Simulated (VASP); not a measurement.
# CdSe in VASP: notebook

The runs below take CdSe through single point, relaxation of cell and atoms, relaxation of the atoms, with LDA, r2SCAN.

Program: VASP 6.6.1. These are calculated values, not measurements. Logs are shortened: lines on timing, memory, paths and dates and some standing lists are left out, and cuts for length are marked.

## 1. The cell of the first run

The typed cell holds 2 atoms: a = 4.246 Å, b = 4.246 Å, c = 4.246 Å, α = 60.07°, β = 60.07°, γ = 60.07°.

## 2. Single point, LDA

File INCAR:

```
ALGO = Normal
EDIFF = 1E-6
ENCUT = 500
GGA = CA
GGA_COMPAT = F
ISIF = 2
ISMEAR = 0
ISYM = 0
LASPH = T
LCHARG = F
LREAL = F
LWAVE = F
NBANDS = 16
NELM = 120
PREC = Accurate
SIGMA = 0.01
```

File KPOINTS:

```
Automatic mesh
0
Gamma
  6 6 6
  0.5 0.5 0.5
```

File POSCAR:

```
CdSe
1.0
   -0.0030834188      3.0023888498      3.0023888498
    3.0023888498     -0.0030834188      3.0023888498
    3.0023888498      3.0023888498     -0.0030834188
Cd Se
1 1
Direct
    0.0000891417      0.0000891417      0.0000891417
    0.7499108583      0.7499108583      0.7499108583
```

Potentials or basis: VASP PAW LDA potentials, release 64 (Cd, Se).

The run is started by

```bash
> cat potpaw_LDA.64/Cd/POTCAR potpaw_LDA.64/Se/POTCAR > POTCAR
> mpirun -np 1 vasp_std > vasp.out
```

OUTCAR:

```text
EDIFF = 1E-6
   ENCUT = 500
   GGA = CA
   ISIF = 2
   ISMEAR = 0
   ISYM = 0
   LASPH = T
   LREAL = F
   NELM = 120
   PREC = Accurate

 ion  position               nearest neighbor table
   1  0.000  0.000  0.000-   2 2.60   2 2.60   2 2.60   2 2.60
   2  0.750  0.750  0.750-   1 2.60   1 2.60   1 2.60   1 2.60

IMPORTANT INFORMATION: All symmetrisations will be switched off!
NOSYMM: (Re-)initialisation of all symmetry stuff for point group C_1.

----------------------------------------------------------------------------------------

                                     Primitive cell

  volume of cell :      54.2125

  direct lattice vectors                    reciprocal lattice vectors
    -0.003083419  3.002388850  3.002388850    -0.166277735  0.166448676  0.166448676
     3.002388850 -0.003083419  3.002388850     0.166448676 -0.166277735  0.166448676
     3.002388850  3.002388850 -0.003083419     0.166448676  0.166448676 -0.166277735

  length of vectors
     4.246020150  4.246020150  4.246020150     0.288198904  0.288198904  0.288198904

  position of ions in fractional coordinates (direct lattice)
     0.000089142  0.000089142  0.000089142
     0.749910858  0.749910858  0.749910858

  ion indices of the primitive-cell ions
   primitive index   ion index
                 1           1
                 2           2

----------------------------------------------------------------------------------------

 KPOINTS: Automatic mesh

Automatic generation of k-mesh.
 Grid dimensions read from file:
 generate k-points for:    6    6    6

 Generating k-lattice:

  Cartesian coordinates                     Fractional coordinates (reciprocal lattice)
    -0.027712956  0.027741446  0.027741446     0.166666667  0.000000000  0.000000000
     0.027741446 -0.027712956  0.027741446     0.000000000  0.166666667  0.000000000
     0.027741446  0.027741446 -0.027712956     0.000000000  0.000000000  0.166666667

  Length of vectors
     0.048033151  0.048033151  0.048033151

  Shift w.r.t. Gamma in fractional coordinates (k-lattice)
     0.500000000  0.500000000  0.500000000

 Subroutine IBZKPT returns following result:
 ===========================================

 Found    108 irreducible k-points:

 Following reciprocal coordinates:
            Coordinates               Weight
  0.083333  0.083333  0.083333      2.000000
  0.250000  0.083333  0.083333      2.000000
  0.083333  0.250000  0.083333      2.000000
  0.083333  0.083333  0.250000      2.000000
  0.416667  0.083333  0.083333      2.000000
  0.083333  0.416667  0.083333      2.000000
[... 16 lines left out ...]
 -0.250000 -0.416667 -0.083333      2.000000
  0.250000  0.083333  0.416667      2.000000
 [... further k-points ...]
   k-points           NKPTS =    108   k-points in BZ     NKDIM =    108   number of bands    NBANDS=     16
   number of dos      NEDOS =    301   number of ions     NIONS =      2
   total plane-waves  NPLWV =  32768
   dimension x,y,z NGX =    32 NGY =   32 NGZ =   32
   dimension x,y,z NGXF=    64 NGYF=   64 NGZF=   64
   ions per type =               1   1
   NGX,Y,Z   is equivalent  to a cutoff of  12.53, 12.53, 12.53 a.u.
   NGXF,Y,Z  is equivalent  to a cutoff of  25.06, 25.06, 25.06 a.u.
 SYSTEM =  unknown system
   PREC   = accura    normal or accurate (medium, high low for compatibility)
   ISTART =      0    job   : 0-new  1-cont  2-samecut
   ICHARG =      2    charge: 1-file 2-atom 10-const
   ISPIN  =      1    spin polarized calculation?
   LNONCOLLINEAR =      F non collinear calculations
   LSORBIT =      F    spin-orbit coupling
   LASPH  =      T    aspherical Exc in radial PAW
   ENCUT  =  500.0 eV  36.75 Ry    6.06 a.u.   7.74  7.74  7.74*2*pi/ulx,y,z
   NELM   =    120;   NELMIN=  2; NELMDL= -5     # of ELM steps
   EDIFF  = 0.1E-05   stopping-criterion for ELM
   LREAL  =      F    real-space projection
   EDIFFG = 0.1E-04   stopping-criterion for IOM
   NSW    =      0    number of steps for IOM
   IBRION =     -1    ionic relax: 0-MD 1-quasi-New 2-CG
   NFREE  =      0    steps in history (QN), initial steepest desc. (CG)
   ISIF   =      2    stress and relaxation
   ISYM   =      0    0-nonsym 1-usesym 2-fastsym
   POTIM  = 0.5000    time-step for ionic-motion
   TEBEG  =    0.0;   TEEND  =   0.0 temperature during run
   PSTRESS=    0.0 pullay stress
   NELECT =      18.0000    total number of electrons
   NUPDOWN=      -1.0000    fix difference up-down
   EMIN   =  10.00;   EMAX   =-10.00  energy-range for DOS
   EFERMI =   0.00;   METHOD = LEGACY
   ISMEAR =     0;   SIGMA  =   0.01  broadening in eV -4-tet -1-fermi 0-gaus
   EFERMI_NEDOS =   21; number of points for ismear=-14 and -15
   IALGO  =     38    algorithm
   IMIX   =      4    mixing-type and parameters
     AMIX     =   0.40;   BMIX     =  1.00
     AMIX_MAG =   1.60;   BMIX_MAG =  1.00
  volume/ion in A,a.u.               =      27.11       182.92
  Fermi-wavevector in a.u.,A,eV,Ry     =   1.133616  2.142223 17.484640  1.285085
  Thomas-Fermi vector in A             =   2.270319
   LORBIT       =      0    0 simple, 1 ext, 2 COOP (PROOUT), +10 PAW based schemes
   GGA     = CA    functional components
   LHFCALC =     F    Hartree Fock is set to
   AEXX    =    0.0000 exact exchange contribution
   IVDW    =     0    specifies the selected vdW correction
   LEPSILON=     F    determine dielectric tensor
   LRPA    =     F    only Hartree local field effects (RPA)
 non-spin polarized calculation
 Gauss-broadening in eV      SIGMA  =   0.01
  energy-cutoff  :      500.00
  volume of cell :       54.21
 maximum number of plane-waves:      1387
   NGX = 15   NGY = 15   NGZ = 15

 number of electron      17.9999994 magnetization

 Free energy of the ion-electron system (eV)
  ---------------------------------------------------
  ext. energy  EPLUGINS =         0.00000000
  ---------------------------------------------------
  free energy    TOTEN  =        -6.76262664 eV

  energy without entropy =       -6.76262664  energy(sigma->0) =       -6.76262664

 E-fermi :   1.1562     XC(G=0):  -9.4549

 val. band max:        1.0548117591   @ k =   0.0833   0.0833   0.0833
 cond. band min:       2.2572686560   @ k =   0.0833   0.0833   0.0833
 fundamental gap:      1.2024568969
 Fermi energy:         1.1562078485

 k-point     1 :       0.0833    0.0833    0.0833
  band No.  band energies     occupation
      1     -11.7148      2.00000
      2      -6.9576      2.00000
      3      -6.9576      2.00000
      4      -6.9464      2.00000
      5      -6.5464      2.00000
      6      -6.5464      2.00000
[... 8 lines left out ...]
     15      11.7233      0.00000
     16      11.7233      0.00000

 k-point     2 :       0.2500    0.0833    0.0833
  band No.  band energies     occupation
      1     -11.5876      2.00000
      2      -6.9231      2.00000
      3      -6.9080      2.00000
      4      -6.8273      2.00000
      5      -6.5569      2.00000
      6      -6.5356      2.00000
[... 8 lines left out ...]
     15      11.2220      0.00000
     16      12.2103      0.00000

 k-point     3 :       0.0833    0.2500    0.0833
  band No.  band energies     occupation
      1     -11.5876      2.00000
      2      -6.9231      2.00000
      3      -6.9080      2.00000
      4      -6.8273      2.00000
      5      -6.5569      2.00000
      6      -6.5356      2.00000
[... 8 lines left out ...]
     15      11.2220      0.00000
     16      12.2103      0.00000

 k-point     4 :       0.0833    0.0833    0.2500
  band No.  band energies     occupation
      1     -11.5876      2.00000
      2      -6.9231      2.00000
      3      -6.9080      2.00000
      4      -6.8273      2.00000
      5      -6.5569      2.00000
      6      -6.5356      2.00000
[... 8 lines left out ...]
     15      11.2220      0.00000
     16      12.2103      0.00000

 k-point     5 :       0.4167    0.0833    0.0833
  band No.  band energies     occupation
      1     -11.3893      2.00000
      2      -6.8685      2.00000
      3      -6.8642      2.00000
      4      -6.5444      2.00000
      5      -6.5433      2.00000
      6      -6.4399      2.00000
[... 8 lines left out ...]
     15      11.3269      0.00000
     16      12.7655      0.00000

 k-point     6 :       0.0833    0.4167    0.0833
  band No.  band energies     occupation
      1     -11.3893      2.00000
      2      -6.8685      2.00000
      3      -6.8642      2.00000
      4      -6.5444      2.00000
      5      -6.5433      2.00000
      6      -6.4399      2.00000
[... 8 lines left out ...]
     15      11.3269      0.00000
     16      12.7655      0.00000
[... 267 lines left out ...]
 k-point    21 :      -0.4167   -0.0833   -0.2500
  band No.  band energies     occupation
      1     -11.3664      2.00000
      2      -6.8359      2.00000
      3      -6.8105      2.00000
      4      -6.6601      2.00000
      5      -6.5150      2.00000
      6      -6.4394      2.00000
[... 8 lines left out ...]
     15      13.2216      0.00000
     16      13.7806      0.00000

 k-point    22 :       0.0833    0.4167    0.2500
  band No.  band energies     occupation
      1     -11.3664      2.00000
      2      -6.8359      2.00000
      3      -6.8105      2.00000
      4      -6.6601      2.00000
      5      -6.5150      2.00000
      6      -6.4394      2.00000
[... 8 lines left out ...]
     15      13.2216      0.00000
     16      13.7806      0.00000

 k-point    23 :      -0.2500   -0.4167   -0.0833
  band No.  band energies     occupation
      1     -11.3664      2.00000
      2      -6.8359      2.00000
      3      -6.8105      2.00000
      4      -6.6601      2.00000
      5      -6.5150      2.00000
      6      -6.4394      2.00000
[... 8 lines left out ...]
     15      13.2216      0.00000
     16      13.7806      0.00000

 k-point    24 :       0.2500    0.0833    0.4167
  band No.  band energies     occupation
      1     -11.3664      2.00000
      2      -6.8359      2.00000
      3      -6.8105      2.00000
      4      -6.6601      2.00000
      5      -6.5150      2.00000
      6      -6.4394      2.00000
[... 8 lines left out ...]
     15      13.2216      0.00000
     16      13.7806      0.00000

 [... further k-points ...]

------------------------ aborting loop because EDIFF is reached ----------------------------------------

  FORCE on cell =-STRESS in cart. coord.  units (eV):
  Direction    XX          YY          ZZ          XY          YZ          ZX
  --------------------------------------------------------------------------------------
  -------------------------------------------------------------------------------------
  Total        0.1632257      0.1632292      0.1632298     -0.0000924     -0.0000931     -0.0000945
  in kB        4.8239169      4.8240209      4.8240366     -0.0027305     -0.0027523     -0.0027920
  external PRESSURE =       4.8239914 kB  Pullay stress =       0.0000000 kB

 VOLUME and BASIS-vectors are now :
 -----------------------------------------------------------------------------
  energy-cutoff  :      500.00
  volume of cell :       54.21
      direct lattice vectors                 reciprocal lattice vectors
    -0.003083419  3.002388850  3.002388850    -0.166277735  0.166448676  0.166448676
     3.002388850 -0.003083419  3.002388850     0.166448676 -0.166277735  0.166448676
     3.002388850  3.002388850 -0.003083419     0.166448676  0.166448676 -0.166277735

 POSITION                                       TOTAL-FORCE (eV/Angst)
 -----------------------------------------------------------------------------------
      0.00054      0.00054      0.00054         0.000271      0.000273      0.000274
      4.50074      4.50074      4.50074        -0.000271     -0.000273     -0.000274
 -----------------------------------------------------------------------------------
    total drift:                                0.000038      0.000034      0.000035

  FREE ENERGIE OF THE ION-ELECTRON SYSTEM (eV)
  ---------------------------------------------------
  free  energy   TOTEN  =        -6.7626266363 eV

  energy  without entropy=       -6.7626266363  energy(sigma->0) =       -6.76262664
```

It took 50 s on 1 thread of Intel Xeon 6975P-C, shared host; peak memory 0.22 GiB.

Results:

```yaml
Free_energy: -6.7626 eV
Pressure: 0.5 GPa
Band_gap_on_the_k_mesh: 1.20 eV, direct
```

Levels at points of the mesh, in eV from the valence-band top:
```tsv
k point	band 6	band 7	band 8	band 9	band 10	band 11	band 12	band 13
(0.08, 0.08, 0.08)	-7.60	-0.73	0.00	0.00	1.20	5.74	5.96	5.96
```

## 3. Relaxation of cell and atoms, LDA

This run uses another cell than the first one, of 28.94 Å³/atom, 1.068 times its volume.

File INCAR:

```
  PREC = Accurate
  ENCUT = 500
  EDIFF = 1E-7
  ISMEAR = 0
  SIGMA = 0.01
  LREAL = F
  LASPH = T
  NELM = 120
  ALGO = Normal
  ISIF = 3
  LWAVE = F
  LCHARG = F
  GGA = CA
  IBRION = 2
  NSW = 100
  EDIFFG = -0.002
  ISYM = 0
  GGA_COMPAT = F
  NELMIN = 4
```

KPOINTS is that of step 2.

File POSCAR:

```
CdSe
1.0
    0.0000000000      3.0702711986      3.0702711986
    3.0702711986      0.0000000000      3.0702711986
    3.0702711986      3.0702711986      0.0000000000
Cd Se
1 1
Direct
    0.0000000000      0.0000000000      0.0000000000
    0.7500000000      0.7500000000      0.7500000000
```

Potentials or basis: VASP PAW LDA potentials, release 64 (Cd, Se).

The run is started by

```bash
> cat potpaw_LDA.64/Cd/POTCAR potpaw_LDA.64/Se/POTCAR > POTCAR
> mpirun -np 1 vasp_std > vasp.out
```

Wall time 6.6 min (1 thread of Intel Xeon 6975P-C, shared host); peak memory 0.45 GiB.

The run converged. Its results:

```
Free energy                            : -6.7634 eV
Relaxed volume                         : 27.33 Å³/atom
Relaxed cell                           : a = 4.260 Å, b = 4.260 Å, c = 4.260 Å, α = 60.00°, β = 60.00°, γ = 60.00°
Space group after relaxing (to 0.05 Å) : F-43m (No. 216)
Energy gained by relaxing              : 15.3 meV/atom
Ionic steps                            : 3
Pressure after relaxing                : 0.0 GPa
Band gap on the k mesh                 : 1.18 eV, direct
```

The path:
```
step  energy change (eV)  largest force (eV/Å)  pressure (GPa)  volume (Å³)
   1              0.0000                0.0000           -2.89        57.88
   2             -0.0269                0.0000            1.17        53.62
   3             -0.0306                0.0000            0.00        54.66
```

Final structure:
```
Cd Se
1.0
     0.00000    3.01223    3.01223
     3.01223    0.00000    3.01223
     3.01223    3.01223    0.00000
Cd Se
1 1
Direct
  0.00000 0.00000 0.00000
  0.75000 0.75000 0.75000
```

Levels at points of the mesh, in eV from the valence-band top:
```
           k point  band 7  band 8  band 9  band 10  band 11  band 12
(0.08, 0.08, 0.08)   -0.74    0.00    0.00     1.18     5.73     5.96
```

## 4. Relaxation of the atoms, r2SCAN (equal xy, yz and zx engineering shears of -0.5 %)

File POSCAR:

```
CdSe
1.0
   -0.0153339012      3.0591132976      3.0591132976
    3.0591132976     -0.0153339012      3.0591132976
    3.0591132976      3.0591132976     -0.0153339012
Cd Se
1 1
Direct
    0.0000000000      0.0000000000      0.0000000000
    0.7500000000      0.7500000000      0.7500000000
```

File INCAR.step1:

```
SYSTEM = CdSe
PREC = Accurate
ENCUT = 500
ISMEAR = 0
SIGMA = 0.01
LREAL = .FALSE.
LASPH = .TRUE.
NELM = 120
GGA = PE
ALGO = Normal
EDIFF = 1E-5
LWAVE = .TRUE.
LCHARG = .FALSE.
GGA_COMPAT = .FALSE.
IBRION = 2
EDIFFG = -0.01
NELMIN = 4
NSW = 100
```

File INCAR.step2:

```
SYSTEM = CdSe
PREC = Accurate
ENCUT = 500
EDIFF = 1E-7
ISMEAR = 0
SIGMA = 0.01
LREAL = .FALSE.
LASPH = .TRUE.
NELM = 120
ALGO = Normal
ISIF = 2
LWAVE = .FALSE.
LCHARG = .FALSE.
METAGGA = R2SCAN
LMIXTAU = .TRUE.
IBRION = 2
NSW = 50
EDIFFG = -0.002
ISTART = 1
GGA_COMPAT = .FALSE.
NELMIN = 4
```

File KPOINTS:

```
Automatic mesh
0
G
  6 6 6
  0 0 0
```

Potentials or basis: VASP PAW PBE potentials, release 64 (Cd, Se).

The run is started by

```bash
> cat potpaw_PBE.64/Cd/POTCAR potpaw_PBE.64/Se/POTCAR > POTCAR
> cp INCAR.step1 INCAR
> mpirun -np 1 vasp_std > vasp.out
> cp INCAR.step2 INCAR
> mpirun -np 1 vasp_std > vasp.out
```

Run time: 2.7 min. Hardware: 1 thread of Intel Xeon 6975P-C, shared host; peak memory 0.21 GiB.

It converged, with:

```
Free energy               : -35.9124 eV
Energy gained by relaxing : 0.2 meV/atom
Ionic steps               : 4
Pressure after relaxing   : 0.2 GPa
Band gap on the k mesh    : 1.01 eV, direct
```

Stress tensor (GPa, compression positive):
```
0.25 0.11 0.11
0.11 0.25 0.11
0.11 0.11 0.25
```

Step by step:
```tsv
step	energy change (eV)	largest force (eV/Å)	pressure (GPa)
1	0.0000	0.0540	0.25
2	-0.0002	0.0284	0.25
3	-0.0003	0.0040	0.25
4	-0.0003	0.0006	0.25
```

Final structure:
```cif
data_structure
_symmetry_space_group_name_H-M 'P 1'
_symmetry_Int_Tables_number 1
_cell_length_a 4.3263
_cell_length_b 4.3263
_cell_length_c 4.3263
_cell_angle_alpha 60.331
_cell_angle_beta 60.331
_cell_angle_gamma 60.331
_cell_volume 57.69
loop_
_atom_site_label
_atom_site_type_symbol
_atom_site_fract_x
_atom_site_fract_y
_atom_site_fract_z
_atom_site_occupancy
Cd1 Cd 0.00053 0.00053 0.00053 1
Se1 Se 0.74947 0.74947 0.74947 1
```

Levels at points of the mesh, in eV from the valence-band top:
| k point | band 7 | band 8 | band 9 | band 10 | band 11 | band 12 |
| --- | --- | --- | --- | --- | --- | --- |
| (0.00, 0.00, 0.00) | -0.03 | -0.03 | 0.00 | 1.01 | 6.42 | 6.42 |
| (0.50, 0.00, 0.00) | -4.31 | -0.75 | -0.72 | 2.82 | 6.91 | 6.91 |
| (0.50, 0.50, 0.00) | -3.99 | -1.84 | -1.80 | 3.47 | 4.11 | 9.54 |
| (0.50, 0.50, 0.50) | -4.28 | -0.76 | -0.76 | 2.76 | 6.86 | 6.86 |

Caveat: the cell differs from its parent crystal (equal xy, yz and zx engineering shears of -0.5 %); the PAW data sets were made with another functional, which shifts forces and pressure a little.

## 5. Summary

| task | level | potentials or basis | cell | k mesh | gap on the mesh (eV) | pressure (GPa) |
| --- | --- | --- | --- | --- | --- | --- |
| single point | LDA | VASP PAW LDA potentials, release 64 (Cd, Se) | a = 4.246 Å, angles 60.1°, 2 atoms | 6 × 6 × 6, shifted | 1.20 | 0.5 |
| relaxation of cell and atoms | LDA | VASP PAW LDA potentials, release 64 (Cd, Se) | relaxed from a = 4.342 Å, angles 60.0°, 2 atoms | 6 × 6 × 6, shifted | 1.18 | 0.0 |
| relaxation of the atoms | r2SCAN | VASP PAW PBE potentials, release 64 (Cd, Se) | atoms relaxed from a = 4.326 Å, angles 60.3°, 2 atoms | 6 × 6 × 6 | 1.01 | 0.2 |

Alike in all rows: no spin polarisation; cutoff (eV) 500; smearing gaussian 0.01 eV.

Caveats: the PAW data sets were made with another functional, which shifts forces and pressure a little (some runs).

Total energies depend on the potentials used, so only differences within one code and one set of settings carry meaning.
